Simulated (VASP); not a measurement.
Set up this calculation in VASP 6.6.1, as the native input.

| Quantity | Value |
| --- | --- |
| Task | single point |
| Functional | PBE |
| Potentials or basis | VASP PAW PBE potentials, release 64 (Al, B, P) |
| Cutoff | 520 eV |
| k mesh | 6 × 6 × 6 |
| Occupations | gaussian, width 0.02 eV |
| Spin | no spin polarisation |
| Dipole correction | no |
| k mesh for the DOS | 9 × 9 × 9 |
| Occupations for the DOS | tetrahedron |
| Further INCAR settings | ALGO = Normal; EDIFF = 1e-06; NBANDS = 36 |

The system is Al5BP6.

```xyz
12
Lattice="6.5359 0.0000 0.0000 -3.2679 5.6602 0.0000 0.0000 0.0000 6.2023" Properties=species:S:1:pos:R:3 pbc="T T T"
Al    4.4503    0.0000    0.0020
Al    1.0428    1.8062    0.0020
Al   -2.2251    3.8540    0.0020
Al    3.2679    1.8867    3.1041
Al    0.0000    3.7735    3.1041
B     0.0000    0.0000    3.0903
P     4.6297    0.0000    2.3934
P     0.9531    1.6507    2.3934
P    -2.3149    4.0095    2.3934
P     0.0000    0.0000    5.1178
P     3.2679    1.8867    5.4797
P     0.0000    3.7735    5.4797
```

One way to write it, as run:

POSCAR

```
Al5BP6
1.0
    6.5358541081     -0.0000000289      0.0000000000
   -3.2679270290      5.6602157074      0.0000000000
    0.0000000000      0.0000000000      6.2022659000
Al B P
5 1 6
Direct
    0.6809010000      0.0000000000      0.0003260000
    0.3190990000      0.3190990000      0.0003260000
    0.0000000000      0.6809010000      0.0003260000
    0.6666666667      0.3333333333      0.5004820000
    0.3333333333      0.6666666667      0.5004820000
    0.0000000000      0.0000000000      0.4982490000
    0.7083600000      0.0000000000      0.3858850000
    0.2916400000      0.2916400000      0.3858850000
    0.0000000000      0.7083600000      0.3858850000
    0.0000000000      0.0000000000      0.8251440000
    0.6666666667      0.3333333333      0.8835040000
    0.3333333333      0.6666666667      0.8835040000
```

INCAR.step1

```
SYSTEM = Al5BP6
  PREC = Accurate
  ENCUT = 520
  EDIFF = 1E-6
  ISMEAR = 0
  SIGMA = 0.02
  LREAL = .False.
  LASPH = .True.
  NELM = 100
  ALGO = Normal
  ISIF = 2
  LWAVE = .False.
  LCHARG = .True.
  GGA = PE
  NBANDS = 36
```

KPOINTS.step1

```
Automatic mesh
0
Gamma
  6 6 6
  0 0 0
```

INCAR.step2

```
SYSTEM = Al5BP6
  PREC = Accurate
  ENCUT = 520
  EDIFF = 1E-6
  ISMEAR = -5
  SIGMA = 0.02
  LREAL = .False.
  LASPH = .True.
  NELM = 100
  ALGO = Normal
  ISIF = 2
  LWAVE = .False.
  LCHARG = .False.
  GGA = PE
  LORBIT = 11
  NBANDS = 36
  NEDOS = 2001
  ICHARG = 11
```

KPOINTS.step2

```
Automatic mesh
0
Gamma
  9 9 9
  0 0 0
```

Potentials or basis: VASP PAW PBE potentials, release 64 (Al, B, P).

Launch:

```sh
$ cat potpaw_PBE.64/Al/POTCAR potpaw_PBE.64/B/POTCAR potpaw_PBE.64/P/POTCAR > POTCAR
$ cp INCAR.step1 INCAR
$ cp KPOINTS.step1 KPOINTS
$ mpirun -np 1 vasp_std > vasp.out
$ cp INCAR.step2 INCAR
$ cp KPOINTS.step2 KPOINTS
$ mpirun -np 1 vasp_std > vasp.out
```

It gave:

The valence electrons inside the program's atomic spheres are Al 0.79, 0.76 (each value once); B 1.75; P 2.55, 2.59, 2.62 (each value once).

Wall time 6.3 min on 1 thread of Intel(R) Xeon(R) 6975P-C (Granite Rapids) (shared host), peak memory 0.7 GiB.
